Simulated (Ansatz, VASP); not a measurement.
Given: the input of a run of Ansatz 0.2.0 on Ir.

input.yaml

```yaml
crystal:
  lattice:
    - [2.7513778946, 0.0, 0.0]
    - [-1.3756889473, 2.3827631521, 0.0]
    - [0.0, 0.0, 4.46229]
  atoms:
    - { symbol: Ir, position: [0.3333333333, 0.6666666667, 0.25] }
    - { symbol: Ir, position: [0.6666666667, 0.3333333333, 0.75] }
hamiltonian:
  xc: pbe
  pseudopotentials: { kind: paw }
kpoints:
  mp_grid: { grid: [11, 11, 6] }
scf:
  occupations: { method: gaussian, width: 0.022 }
output:
  forces: true
  stress: true
  eigenvalues: true
```

Potentials or basis: Ansatz PAW.

Launch:

```sh
$ ansatz run input.yaml --threads 2 --pin off --max-ram 5632MiB --backend cpu --events-out ev --progress --plain --runs-dir out
```

Problem. Set up the same calculation for VASP 6.6.1. Potentials there: VASP PAW PBE potentials, release 64 (Ir).

Solution. As run (the cutoff follows the program's own potentials):

Contents of INCAR:

```
ALGO     = Normal         # electronic algorithm
EDIFF    = 1E-6           # SCF threshold, eV
ENCUT    = 500            # plane-wave cutoff, eV
GGA      = PE             # functional
GGA_COMPAT= F            
ISIF     = 2              # what is computed and relaxed
ISMEAR   = 0              # smearing method
LASPH    = T              # aspherical terms in the spheres
LCHARG   = F              # write CHGCAR
LREAL    = F              # projectors in reciprocal space
LWAVE    = F              # write WAVECAR
NBANDS   = 16             # bands
NELM     = 120            # most SCF steps
PREC     = Accurate       # precision mode
SIGMA    = 0.022          # smearing width, eV
```

File KPOINTS:

```
k-points
0
Gamma
  11 11 6
```

POSCAR

```
Ir
1.0
    2.7513778946      0.0000000000      0.0000000000
   -1.3756889473      2.3827631521      0.0000000000
    0.0000000000      0.0000000000      4.4622900000
Ir
2
Direct
    0.3333333333      0.6666666667      0.2500000000
    0.6666666667      0.3333333333      0.7500000000
```

Potentials or basis: VASP PAW PBE potentials, release 64 (Ir).

Run with:

```console
$ cat potpaw_PBE.64/Ir/POTCAR > POTCAR
$ mpirun -np 1 vasp_std > vasp.out
```

Both were run:

|  | VASP | Ansatz | Ansatz less VASP |
| --- | --- | --- | --- |
| gap on the k mesh at the Fermi level (eV) | none | none | - |
| pressure (GPa) | -1.0 | -1.4 | -0.43 |
| traceless stress, the component that is largest in VASP (GPa) | 0.53 | 0.43 | -0.094 |

A gap of «none» marks a metal or a gap that the smearing closes. With one functional, cell and mesh, what is left measures potentials, basis and numerics. VASP's potentials hold 18 valence electrons a cell and Ansatz's 34, so a difference there can come from the potentials and not from the codes.

Neither program's run includes spin-orbit coupling.
